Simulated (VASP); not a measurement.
# B2W (P6/mmm) in VASP: a series of runs

B2W is run at these levels: LDA; tasks: single point.

All numbers are computed with VASP 6.6.1; they aren't measurements. Logs are shortened: lines on timing, memory, paths and dates and some standing lists are left out, and cuts for length are marked.

## 1. The cell of the first run

Symmetry: P6/mmm, No. 191, hexagonal system. The conventional cell has a = 3.040 Å, b = 3.040 Å, c = 3.070 Å, α = 90.00°, β = 90.00°, γ = 120.00°. B (site symmetry -6m2) has 3 B at 1.76 Å and 6 W at 2.33 Å within 2.4 Å. W (site symmetry 6/mmm) has 12 B at 2.33 Å and 8 W at 3.04 to 3.07 Å within 3.1 Å.

## 2. Single point, LDA (8.19 Å³/atom)

The input, INCAR:

```
PREC = Accurate
ENCUT = 520
EDIFF = 1E-6
ISMEAR = -1
SIGMA = 0.05
LREAL = F
LASPH = T
NELM = 100
ALGO = Normal
ISIF = 2
LWAVE = F
LCHARG = F
GGA = CA
NBANDS = 17
```

The input, KPOINTS:

```
regular mesh
0
Gamma
  14 14 12
```

The input, POSCAR:

```
B2W
1.0
    3.0400020128      0.0000000000      0.0000000000
   -1.5200010064      2.6327189706      0.0000000000
    0.0000000000      0.0000000000      3.0701992642
B W
2 1
Direct
    0.3333333333      0.6666666667      0.5000000000
    0.6666666667      0.3333333333      0.5000000000
    0.0000000000      0.0000000000      0.0000000000
```

Potentials or basis: VASP PAW LDA potentials, release 64 (B, W_sv).

On the command line:

```sh
$ cat potpaw_LDA.64/B/POTCAR potpaw_LDA.64/W_sv/POTCAR > POTCAR
$ mpirun -np 1 vasp_std > vasp.out
```

OUTCAR:

```text
PREC = Accurate
   ENCUT = 520
   EDIFF = 1E-6
   ISMEAR = -1
   LREAL = F
   LASPH = T
   NELM = 100
   ISIF = 2
   GGA = CA

 ion  position               nearest neighbor table
   1  0.333  0.667  0.500-   2 1.76   2 1.76   2 1.76   3 2.33   3 2.33   3 2.33   3 2.33   3 2.33
                             3 2.33
   2  0.667  0.333  0.500-   1 1.76   1 1.76   1 1.76   3 2.33   3 2.33   3 2.33   3 2.33   3 2.33
                             3 2.33
   3  0.000  0.000  0.000-   1 2.33   2 2.33   1 2.33   2 2.33   1 2.33   1 2.33   2 2.33   2 2.33
                             2 2.33   2 2.33   1 2.33   1 2.33

  LATTYP: Found a hexagonal cell.
 ALAT       =     3.0400020128
 C/A-ratio  =     1.0099332998

  Lattice vectors:

 A1 = (   3.0400020128,   0.0000000000,   0.0000000000)
 A2 = (  -1.5200010064,   2.6327189706,   0.0000000000)
 A3 = (   0.0000000000,   0.0000000000,   3.0701992642)

Analysis of symmetry for initial positions (statically):
=====================================================================
 Subroutine PRICEL returns:
 Original cell was already a primitive cell.

 Routine SETGRP: Setting up the symmetry group for a
 hexagonal supercell.

 Subroutine GETGRP returns: Found 24 space group operations
 (whereof 24 operations were pure point group operations)
 out of a pool of 24 trial point group operations.

The static configuration has the point symmetry D_6h.

Analysis of symmetry for dynamics (positions and initial velocities):
=====================================================================
 Subroutine PRICEL returns:
 Original cell was already a primitive cell.

 Routine SETGRP: Setting up the symmetry group for a
 hexagonal supercell.

 Subroutine GETGRP returns: Found 24 space group operations
 (whereof 24 operations were pure point group operations)
 out of a pool of 24 trial point group operations.

The dynamic configuration has the point symmetry D_6h.

 Subroutine INISYM returns: Found 24 space group operations
 (whereof 24 operations are pure point group operations),
 and found     1 'primitive' translations

----------------------------------------------------------------------------------------

                                     Primitive cell

  volume of cell :      24.5723

  direct lattice vectors                    reciprocal lattice vectors
[... 87 lines left out ...]
   ENCUT  =  520.0 eV  38.22 Ry    6.18 a.u.   5.65  5.65  5.71*2*pi/ulx,y,z
   NELM   =    100;   NELMIN=  2; NELMDL= -5     # of ELM steps
   EDIFF  = 0.1E-05   stopping-criterion for ELM
   LREAL  =      F    real-space projection
   EDIFFG = 0.1E-04   stopping-criterion for IOM
   NSW    =      0    number of steps for IOM
   IBRION =     -1    ionic relax: 0-MD 1-quasi-New 2-CG
   NFREE  =      0    steps in history (QN), initial steepest desc. (CG)
   ISIF   =      2    stress and relaxation
   ISYM   =      2    0-nonsym 1-usesym 2-fastsym
   POTIM  = 0.5000    time-step for ionic-motion
   TEBEG  =    0.0;   TEEND  =   0.0 temperature during run
   PSTRESS=    0.0 pullay stress
   NELECT =      20.0000    total number of electrons
   NUPDOWN=      -1.0000    fix difference up-down
   EMIN   =  10.00;   EMAX   =-10.00  energy-range for DOS
   EFERMI =   0.00;   METHOD = LEGACY
   ISMEAR =    -1;   SIGMA  =   0.05  broadening in eV -4-tet -1-fermi 0-gaus
   EFERMI_NEDOS =   21; number of points for ismear=-14 and -15
   IALGO  =     38    algorithm
   IMIX   =      4    mixing-type and parameters
     AMIX     =   0.40;   BMIX     =  1.00
     AMIX_MAG =   1.60;   BMIX_MAG =  1.00
  volume/ion in A,a.u.               =       8.19        55.27
  Fermi-wavevector in a.u.,A,eV,Ry     =   1.528516  2.888475 31.788103  2.336360
  Thomas-Fermi vector in A             =   2.636264
   LORBIT       =      0    0 simple, 1 ext, 2 COOP (PROOUT), +10 PAW based schemes
   GGA     = CA    functional components
   LHFCALC =     F    Hartree Fock is set to
   AEXX    =    0.0000 exact exchange contribution
   IVDW    =     0    specifies the selected vdW correction
   LEPSILON=     F    determine dielectric tensor
   LRPA    =     F    only Hartree local field effects (RPA)
 non-spin polarized calculation
  energy-cutoff  :      520.00
  volume of cell :       24.57
 maximum number of plane-waves:       684
 NGX is ok and might be reduce to    24
   NGX = 11   NGY = 11   NGZ = 11

 number of electron      20.0000000 magnetization

 Free energy of the ion-electron system (eV)
  ---------------------------------------------------
  ext. energy  EPLUGINS =         0.00000000
  ---------------------------------------------------
  free energy    TOTEN  =       -29.32783630 eV

  energy without entropy =      -29.31633511  energy(sigma->0) =      -29.32208570

 E-fermi :  13.3564     XC(G=0): -14.0539

 val. band max:       13.3559562917   @ k =   0.2143   0.2143   0.0833
 cond. band min:      13.3698215718   @ k =   0.0714   0.0000   0.0833
 fundamental gap:      0.0138652801
 Fermi energy:        13.3563722045

 k-point     1 :       0.0000    0.0000    0.0000
  band No.  band energies     occupation
      1     -61.3621      2.00000
      2     -25.9612      2.00000
      3     -25.6978      2.00000
      4     -25.6978      2.00000
      5      -3.0700      2.00000
      6       7.1982      2.00000
[... 457 lines left out ...]
      4     -25.8616      2.00000
      5       2.2999      2.00000
      6       2.6791      2.00000
[... 9 lines left out ...]
     16      23.5309      0.00000
     17      24.7552      0.00000

 [... further k-points ...]

------------------------ aborting loop because EDIFF is reached ----------------------------------------

  FORCE on cell =-STRESS in cart. coord.  units (eV):
  Direction    XX          YY          ZZ          XY          YZ          ZX
  --------------------------------------------------------------------------------------
  -------------------------------------------------------------------------------------
  Total        1.5495059      1.5495059      4.0867417     -0.0000000      0.0000000     -0.0000000
  in kB      101.0319843    101.0319843    266.4666349     -0.0000000      0.0000000     -0.0000000
  external PRESSURE =     156.1768679 kB  Pullay stress =       0.0000000 kB

 VOLUME and BASIS-vectors are now :
 -----------------------------------------------------------------------------
  energy-cutoff  :      520.00
  volume of cell :       24.57
      direct lattice vectors                 reciprocal lattice vectors
     3.040002013  0.000000000  0.000000000     0.328947151  0.189917726  0.000000000
    -1.520001006  2.632718971  0.000000000     0.000000000  0.379835452  0.000000000
     0.000000000  0.000000000  3.070199264     0.000000000  0.000000000  0.325711758

 POSITION                                       TOTAL-FORCE (eV/Angst)
 -----------------------------------------------------------------------------------
     -0.00000      1.75515      1.53510         0.000000      0.000000      0.000000
      1.52000      0.87757      1.53510        -0.000000      0.000000      0.000000
      0.00000      0.00000      0.00000         0.000000      0.000000      0.000000
 -----------------------------------------------------------------------------------
    total drift:                               -0.000000      0.000000      0.000000

  FREE ENERGIE OF THE ION-ELECTRON SYSTEM (eV)
  ---------------------------------------------------
  free  energy   TOTEN  =       -29.3278362978 eV

  energy  without entropy=      -29.3163351118  energy(sigma->0) =      -29.32208570
```

stdout:

```text
POSCAR found type information on POSCAR B W
 POSCAR found :  2 types and       3 ions
 scaLAPACK will be used
 LDA part: xc-table for (Slater(with rela. corr.)+CA(PZ))
 , standard interpolation
 POSCAR, INCAR and KPOINTS ok, starting setup
 FFT: planning ... GRIDC
 FFT: planning ... GRID_SOFT
 FFT: planning ... GRID
 WAVECAR not read
 entering main loop
```

Wall time 38 s (1 thread of Intel Xeon 8259CL, shared host); peak memory 0.18 GiB.

Results:

- Free energy: -29.3278 eV
- Pressure: 15.6 GPa
- Band gap on the k mesh: zero (bands 10 and 11 overlap by 4.63 eV)

Caveat: the cell stands under pressure; spin-orbit coupling is left out, which moves the levels of the heavy elements.

(Continued in part 2 of 3.)
